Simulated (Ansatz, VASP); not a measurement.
# Cd4InO in VASP and in Ansatz

```
CELL_PARAMETERS angstrom
0.00000 4.53718 4.53718
4.53718 0.00000 4.53718
4.53718 4.53718 0.00000
ATOMIC_POSITIONS crystal
Cd 0.08576 0.63808 0.63808
Cd 0.63808 0.63808 0.63808
Cd 0.63808 0.08576 0.63808
Cd 0.63808 0.63808 0.08576
In 0.00000 0.00000 0.00000
O 0.50000 0.50000 0.50000
```

Change from the starting cell: species swapped into the CsBH4 type (F-43m, No. 216).

Alike in both runs: functional PBE; k mesh 4 × 4 × 4; occupations gaussian, width 0.1 eV; no spin polarisation.

Ansatz relaxed the structure, and its values are those at the end. VASP's run is a single point on that final structure, the one shown.

```csv
,VASP,Ansatz
version,VASP 6.6.1,Ansatz 0.2.0
potentials or method,"VASP PAW PBE potentials, release 64 (Cd, In_d, O), cutoff 520 eV","scalar-relativistic, plane waves, PAW"
valence electrons in the cell,67,99
```

VASP gave:

- gap on the k mesh at the Fermi level (eV): none
- pressure (GPa): 0.4
- rms of the force components (eV/Å): 0.031

Q: Estimate Ansatz's values.

A: gap on the k mesh at the Fermi level (eV): none; pressure (GPa): 0.1; rms of the force components (eV/Å): 0.001.

A gap of «none» marks a metal or a gap that the smearing closes. VASP's potentials hold 67 valence electrons a cell and Ansatz's 99, so a difference there can come from the potentials and not from the codes.
